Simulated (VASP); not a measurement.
# Sr2ScBiO6 (Fm-3m) in VASP: further runs

Runs on Sr2ScBiO6. Level: LDA. Tasks: single point.

Everything below comes from runs of VASP 6.6.1. Logs are shortened: lines on timing, memory, paths and dates and some standing lists are left out, and cuts for length are marked.

### 1 The cell of the first run

The structure is cubic, space group Fm-3m (No. 225). Conventional cell: a = 8.351 Å, b = 8.351 Å, c = 8.351 Å, α = 90.00°, β = 90.00°, γ = 90.00°. Sr (site symmetry -43m) has 12 O at 2.95 Å and 4 Sc at 3.62 Å and 4 Bi at 3.62 Å within 3.9 Å. Sc (site symmetry m-3m) has 6 O at 2.08 Å within 2.7 Å. Within 2.8 Å of Bi (site symmetry m-3m) lie 6 O at 2.10 Å. Within 2.7 Å of O (site symmetry 4mm) lie 1 Sc at 2.08 Å and 1 Bi at 2.10 Å.

### 2 Single point, LDA

The input, INCAR:

```
SYSTEM = Sr2ScBiO6
PREC = Accurate
ENCUT = 520
EDIFF = 1E-6
ISMEAR = 1
SIGMA = 0.1
LREAL = .FALSE.
LASPH = .TRUE.
NELM = 60
ALGO = Normal
ISIF = 2
LWAVE = .FALSE.
LCHARG = .FALSE.
NBANDS = 52
```

The input, KPOINTS:

```
Automatic mesh
0
G
  2 2 2
  0 0 0
```

The input, POSCAR:

```
Sr2ScBiO6
1.0
    0.0000000000      4.1754960000      4.1754960000
    4.1754960000      0.0000000000      4.1754960000
    4.1754960000      4.1754960000      0.0000000000
Sr Sc Bi O
2 1 1 6
Direct
    0.2500000000      0.2500000000      0.2500000000
    0.7500000000      0.7500000000      0.7500000000
    0.5000000000      0.5000000000      0.5000000000
    0.0000000000      0.0000000000      0.0000000000
    0.7485180000      0.2514820000      0.2514820000
    0.2514820000      0.7485180000      0.7485180000
    0.2514820000      0.7485180000      0.2514820000
    0.7485180000      0.2514820000      0.7485180000
    0.2514820000      0.2514820000      0.7485180000
    0.7485180000      0.7485180000      0.2514820000
```

Potentials or basis: VASP PAW LDA potentials, release 64 (Sr_sv, Sc_sv, Bi_d, O).

Launch:

```sh
cat potpaw_LDA.64/Sr_sv/POTCAR potpaw_LDA.64/Sc_sv/POTCAR potpaw_LDA.64/Bi_d/POTCAR potpaw_LDA.64/O/POTCAR > POTCAR
mpirun -np 1 vasp_std > vasp.out
```

OUTCAR:

```text
SYSTEM = Sr2ScBiO6
   PREC = Accurate
   ENCUT = 520
   EDIFF = 1E-6
   ISMEAR = 1
   LREAL = .FALSE.
   LASPH = .TRUE.
   NELM = 60
   ISIF = 2

 ion  position               nearest neighbor table
   1  0.250  0.250  0.250-   5 2.95   7 2.95   9 2.95   6 2.95   8 2.95   9 2.95   6 2.95   7 2.95
                            10 2.95   5 2.95   8 2.95  10 2.95   3 3.62   4 3.62   4 3.62   4 3.62
   2  0.750  0.750  0.750-   6 2.95   7 2.95   9 2.95   5 2.95   8 2.95   9 2.95   5 2.95   7 2.95
                            10 2.95   6 2.95   8 2.95  10 2.95   4 3.62   3 3.62   3 3.62   3 3.62
   3  0.500  0.500  0.500-   5 2.08   6 2.08   7 2.08   8 2.08   9 2.08  10 2.08   1 3.62   2 3.62
                             1 3.62   1 3.62   1 3.62   2 3.62   2 3.62   2 3.62
   4  0.000  0.000  0.000-   5 2.10   6 2.10   7 2.10   8 2.10   9 2.10  10 2.10   1 3.62   2 3.62
                             2 3.62   2 3.62   2 3.62   1 3.62   1 3.62   1 3.62
   5  0.749  0.251  0.251-   3 2.08   4 2.10   1 2.95   1 2.95   2 2.95   2 2.95
   6  0.251  0.749  0.749-   3 2.08   4 2.10   2 2.95   1 2.95   1 2.95   2 2.95
   7  0.251  0.749  0.251-   3 2.08   4 2.10   1 2.95   1 2.95   2 2.95   2 2.95
   8  0.749  0.251  0.749-   3 2.08   4 2.10   2 2.95   1 2.95   1 2.95   2 2.95
   9  0.251  0.251  0.749-   3 2.08   4 2.10   1 2.95   1 2.95   2 2.95   2 2.95
  10  0.749  0.749  0.251-   3 2.08   4 2.10   2 2.95   1 2.95   1 2.95   2 2.95

  LATTYP: Found a face centered cubic cell.
 ALAT       =     8.3509920000

  Lattice vectors:

 A1 = (   0.0000000000,   4.1754960000,   4.1754960000)
 A2 = (   4.1754960000,   0.0000000000,   4.1754960000)
 A3 = (   4.1754960000,   4.1754960000,   0.0000000000)

Analysis of symmetry for initial positions (statically):
=====================================================================
 Subroutine PRICEL returns:
 Original cell was already a primitive cell.

 Routine SETGRP: Setting up the symmetry group for a
 face centered cubic supercell.

 Subroutine GETGRP returns: Found 48 space group operations
 (whereof 48 operations were pure point group operations)
 out of a pool of 48 trial point group operations.

The static configuration has the point symmetry O_h .

Analysis of symmetry for dynamics (positions and initial velocities):
=====================================================================
 Subroutine PRICEL returns:
 Original cell was already a primitive cell.

 Routine SETGRP: Setting up the symmetry group for a
 face centered cubic supercell.

 Subroutine GETGRP returns: Found 48 space group operations
 (whereof 48 operations were pure point group operations)
 out of a pool of 48 trial point group operations.

The dynamic configuration has the point symmetry O_h .

 Subroutine INISYM returns: Found 48 space group operations
 (whereof 48 operations are pure point group operations),
 and found     1 'primitive' translations

----------------------------------------------------------------------------------------

                                     Primitive cell

  volume of cell :     145.5976

  direct lattice vectors                    reciprocal lattice vectors
     0.000000000  4.175496000  4.175496000    -0.119746253  0.119746253  0.119746253
     4.175496000  0.000000000  4.175496000     0.119746253 -0.119746253  0.119746253
     4.175496000  4.175496000  0.000000000     0.119746253  0.119746253 -0.119746253

  length of vectors
     5.905043073  5.905043073  5.905043073     0.207406594  0.207406594  0.207406594

  position of ions in fractional coordinates (direct lattice)
     0.250000000  0.250000000  0.250000000
     0.750000000  0.750000000  0.750000000
     0.500000000  0.500000000  0.500000000
     0.000000000  0.000000000  0.000000000
     0.748518000  0.251482000  0.251482000
     0.251482000  0.748518000  0.748518000
     0.251482000  0.748518000  0.251482000
     0.748518000  0.251482000  0.748518000
     0.251482000  0.251482000  0.748518000
     0.748518000  0.748518000  0.251482000

  ion indices of the primitive-cell ions
   primitive index   ion index
                 1           1
                 2           2
                 3           3
                 4           4
                 5           5
                 6           6
                 7           7
                 8           8
                 9           9
                10          10

----------------------------------------------------------------------------------------

 KPOINTS: Automatic mesh

Automatic generation of k-mesh.
 Grid dimensions read from file:
 generate k-points for:    2    2    2

 Generating k-lattice:

  Cartesian coordinates                     Fractional coordinates (reciprocal lattice)
    -0.059873126  0.059873126  0.059873126     0.500000000  0.000000000  0.000000000
     0.059873126 -0.059873126  0.059873126     0.000000000  0.500000000  0.000000000
     0.059873126  0.059873126 -0.059873126     0.000000000  0.000000000  0.500000000

  Length of vectors
     0.103703297  0.103703297  0.103703297

  Shift w.r.t. Gamma in fractional coordinates (k-lattice)
     0.000000000  0.000000000  0.000000000

 Subroutine IBZKPT returns following result:
 ===========================================

 Found      3 irreducible k-points:

 Following reciprocal coordinates:
            Coordinates               Weight
  0.000000  0.000000  0.000000      1.000000
  0.500000  0.000000  0.000000      4.000000
  0.500000  0.500000  0.000000      3.000000
   k-points           NKPTS =      3   k-points in BZ     NKDIM =      3   number of bands    NBANDS=     52
   number of dos      NEDOS =    301   number of ions     NIONS =     10
   total plane-waves  NPLWV = 110592
   dimension x,y,z NGX =    48 NGY =   48 NGZ =   48
   dimension x,y,z NGXF=    96 NGYF=   96 NGZF=   96
   ions per type =               2   1   1   6
   NGX,Y,Z   is equivalent  to a cutoff of  13.51, 13.51, 13.51 a.u.
   NGXF,Y,Z  is equivalent  to a cutoff of  27.03, 27.03, 27.03 a.u.
 SYSTEM =  Sr2ScBiO6
   PREC   = accura    normal or accurate (medium, high low for compatibility)
   ISTART =      0    job   : 0-new  1-cont  2-samecut
   ICHARG =      2    charge: 1-file 2-atom 10-const
   ISPIN  =      1    spin polarized calculation?
   LNONCOLLINEAR =      F non collinear calculations
   LSORBIT =      F    spin-orbit coupling
   LASPH  =      T    aspherical Exc in radial PAW
   ENCUT  =  520.0 eV  38.22 Ry    6.18 a.u.  10.98 10.98 10.98*2*pi/ulx,y,z
   NELM   =     60;   NELMIN=  2; NELMDL= -5     # of ELM steps
   EDIFF  = 0.1E-05   stopping-criterion for ELM
   LREAL  =      F    real-space projection
   EDIFFG = 0.1E-04   stopping-criterion for IOM
   NSW    =      0    number of steps for IOM
   IBRION =     -1    ionic relax: 0-MD 1-quasi-New 2-CG
   NFREE  =      0    steps in history (QN), initial steepest desc. (CG)
   ISIF   =      2    stress and relaxation
   ISYM   =      2    0-nonsym 1-usesym 2-fastsym
   POTIM  = 0.5000    time-step for ionic-motion
   TEBEG  =    0.0;   TEEND  =   0.0 temperature during run
   PSTRESS=    0.0 pullay stress
   NELECT =      82.0000    total number of electrons
   NUPDOWN=      -1.0000    fix difference up-down
   EMIN   =  10.00;   EMAX   =-10.00  energy-range for DOS
   EFERMI =   0.00;   METHOD = LEGACY
   ISMEAR =     1;   SIGMA  =   0.10  broadening in eV -4-tet -1-fermi 0-gaus
   EFERMI_NEDOS =   21; number of points for ismear=-14 and -15
   IALGO  =     38    algorithm
   IMIX   =      4    mixing-type and parameters
     AMIX     =   0.40;   BMIX     =  1.00
     AMIX_MAG =   1.60;   BMIX_MAG =  1.00
  volume/ion in A,a.u.               =      14.56        98.25
  Fermi-wavevector in a.u.,A,eV,Ry     =   1.351952  2.554819 24.868390  1.827775
  Thomas-Fermi vector in A             =   2.479331
   LORBIT       =      0    0 simple, 1 ext, 2 COOP (PROOUT), +10 PAW based schemes
   GGA     = CA    functional components
   LHFCALC =     F    Hartree Fock is set to
   AEXX    =    0.0000 exact exchange contribution
   IVDW    =     0    specifies the selected vdW correction
   LEPSILON=     F    determine dielectric tensor
   LRPA    =     F    only Hartree local field effects (RPA)
 non-spin polarized calculation
 Methfessel and Paxton  Order N= 1 SIGMA  =   0.10
  energy-cutoff  :      520.00
  volume of cell :      145.60
 maximum number of plane-waves:      3940
 NGX is ok and might be reduce to    48
   NGX = 21   NGY = 21   NGZ = 21

 number of electron      82.0000004 magnetization

 Free energy of the ion-electron system (eV)
  ---------------------------------------------------
  ext. energy  EPLUGINS =         0.00000000
  ---------------------------------------------------
  free energy    TOTEN  =       -73.90852437 eV

  energy without entropy =      -73.91315062  energy(sigma->0) =      -73.91006645

 E-fermi :   2.9612     XC(G=0): -10.9858

 val. band max:        2.8884395307   @ k =   0.0000   0.0000   0.0000
 cond. band min:       4.5956253667   @ k =   0.5000   0.5000   0.0000
 fundamental gap:      1.7071858360
 Fermi energy:         2.9611666464

 k-point     1 :       0.0000    0.0000    0.0000
  band No.  band energies     occupation
      1     -43.7512      2.00000
      2     -30.2861      2.00000
      3     -30.2622      2.00000
      4     -22.8794      2.00000
      5     -22.8794      2.00000
      6     -22.8794      2.00000
[... 44 lines left out ...]
     51       8.3055      0.00000
     52      10.4400      0.00000

 k-point     2 :       0.5000    0.0000    0.0000
  band No.  band energies     occupation
      1     -43.7512      2.00000
      2     -30.2739      2.00000
      3     -30.2737      2.00000
      4     -22.8814      2.00000
      5     -22.8809      2.00000
      6     -22.8809      2.00000
[... 44 lines left out ...]
     51       9.4343      0.00000
     52       9.8804      0.00000

 k-point     3 :       0.5000    0.5000    0.0000
  band No.  band energies     occupation
      1     -43.7512      2.00000
      2     -30.2777      2.00000
      3     -30.2696      2.00000
      4     -22.8804      2.00000
      5     -22.8804      2.00000
      6     -22.8793      2.00000
[... 44 lines left out ...]
     51      10.5480      0.00000
     52      10.5534      0.00000

------------------------ aborting loop because EDIFF is reached ----------------------------------------

  FORCE on cell =-STRESS in cart. coord.  units (eV):
  Direction    XX          YY          ZZ          XY          YZ          ZX
  --------------------------------------------------------------------------------------
  -------------------------------------------------------------------------------------
  Total       -8.2495389     -8.2495389     -8.2495389      0.0000000      0.0000000     -0.0000000
  in kB      -90.7791361    -90.7791361    -90.7791361      0.0000000      0.0000000     -0.0000000
  external PRESSURE =     -90.7791361 kB  Pullay stress =       0.0000000 kB

 VOLUME and BASIS-vectors are now :
 -----------------------------------------------------------------------------
  energy-cutoff  :      520.00
  volume of cell :      145.60
      direct lattice vectors                 reciprocal lattice vectors
     0.000000000  4.175496000  4.175496000    -0.119746253  0.119746253  0.119746253
     4.175496000  0.000000000  4.175496000     0.119746253 -0.119746253  0.119746253
     4.175496000  4.175496000  0.000000000     0.119746253  0.119746253 -0.119746253

 POSITION                                       TOTAL-FORCE (eV/Angst)
 -----------------------------------------------------------------------------------
      2.08775      2.08775      2.08775        -0.000000     -0.000000     -0.000000
      6.26324      6.26324      6.26324         0.000000      0.000000     -0.000000
      4.17550      4.17550      4.17550        -0.000000      0.000000     -0.000000
      0.00000      0.00000      0.00000        -0.000000     -0.000000     -0.000000
      2.10012      4.17550      4.17550        -0.316485      0.000000     -0.000000
      6.25087      4.17550      4.17550         0.316485      0.000000     -0.000000
      4.17550      2.10012      4.17550         0.000000     -0.316485     -0.000000
      4.17550      6.25087      4.17550         0.000000      0.316485     -0.000000
      4.17550      4.17550      2.10012         0.000000      0.000000     -0.316485
      4.17550      4.17550      6.25087         0.000000      0.000000      0.316485
 -----------------------------------------------------------------------------------
    total drift:                               -0.000000     -0.000000      0.000000

  FREE ENERGIE OF THE ION-ELECTRON SYSTEM (eV)
  ---------------------------------------------------
  free  energy   TOTEN  =       -73.9085243696 eV

  energy  without entropy=      -73.9131506159  energy(sigma->0) =      -73.91006645
```

It took 58 s on 1 thread of AMD EPYC 7R13 (Zen 3), shared host; peak memory 0.22 GiB.

Results:

- Free energy: -73.9085 eV
- Pressure: -9.1 GPa
- Largest force: 0.316 eV/Å
- Band gap on the k mesh: 1.71 eV (least direct gap 1.74 eV)

Forces in eV/Å, atoms in the order of the input:
```
Sr   0.000  0.000  0.000
Sr   0.000  0.000  0.000
Sc   0.000  0.000  0.000
Bi   0.000  0.000  0.000
O   -0.316  0.000  0.000
O    0.316  0.000  0.000
O    0.000 -0.316  0.000
O    0.000  0.316  0.000
O    0.000  0.000 -0.316
O    0.000  0.000  0.316
```

Caveat: the k points lie up to 0.65 Å⁻¹ apart; spin-orbit coupling is left out, which moves the levels of the heavy elements. A k mesh can miss the band edges.

### 3 Single point, LDA

The input, INCAR:

```
SYSTEM = Sr2ScBiO6
PREC     = Accurate       ! precision mode
ENCUT    = 520            ! plane-wave cutoff, eV
EDIFF    = 1E-6           ! SCF threshold, eV
ISMEAR   = 1              ! smearing method
SIGMA    = 0.1            ! smearing width, eV
LREAL    = .FALSE.        ! projectors in reciprocal space
LASPH    = .TRUE.         ! aspherical terms in the spheres
NELM     = 80             ! most SCF steps
ALGO     = Normal         ! electronic algorithm
ISIF     = 2              ! what is computed and relaxed
LWAVE    = .FALSE.        ! write WAVECAR
LCHARG   = .TRUE.         ! write CHGCAR
GGA      = CA             ! functional
LELF     = .TRUE.         ! ELF
LVHAR    = .TRUE.       
NBANDS   = 52             ! bands
```

KPOINTS is that of step 2.

POSCAR is that of step 2.

Potentials or basis: VASP PAW LDA potentials, release 64 (Sr_sv, Sc_sv, Bi_d, O).

Launch:

```sh
cat potpaw_LDA.64/Sr_sv/POTCAR potpaw_LDA.64/Sc_sv/POTCAR potpaw_LDA.64/Bi_d/POTCAR potpaw_LDA.64/O/POTCAR > POTCAR
mpirun -np 1 vasp_std > vasp.out
```

Run time: 52 s. Hardware: 1 thread of AMD EPYC 7R13 (Zen 3), shared host; peak memory 0.23 GiB.

It converged, with:

| Quantity | Value |
| --- | --- |
| Free energy | -73.9085 eV |
| Pressure | -9.1 GPa |
| Largest force | 0.316 eV/Å |
| Band gap on the k mesh | 1.71 eV (least direct gap 1.74 eV) |

Forces in eV/Å, atoms in the order of the input:
```
Sr   0.000  0.000  0.000
Sr   0.000  0.000  0.000
Sc   0.000  0.000  0.000
Bi   0.000  0.000  0.000
O   -0.316  0.000  0.000
O    0.316  0.000  0.000
O    0.000 -0.316  0.000
O    0.000  0.316  0.000
O    0.000  0.000 -0.316
O    0.000  0.000  0.316
```

Levels at points of the mesh, in eV from the valence-band top:
| k point | band 39 | band 40 | band 41 | band 42 | band 43 | band 44 |
| --- | --- | --- | --- | --- | --- | --- |
| (0.00, 0.00, 0.00) | 0.00 | 0.00 | 0.00 | 1.74 | 4.81 | 4.81 |
| (0.50, 0.00, 0.00) | -0.47 | -0.41 | -0.41 | 3.01 | 4.80 | 4.93 |
| (0.50, 0.50, 0.00) | -1.02 | -1.02 | -0.07 | 1.71 | 5.10 | 5.55 |

Caveat: the k points lie up to 0.65 Å⁻¹ apart; spin-orbit coupling is left out, which moves the levels of the heavy elements.
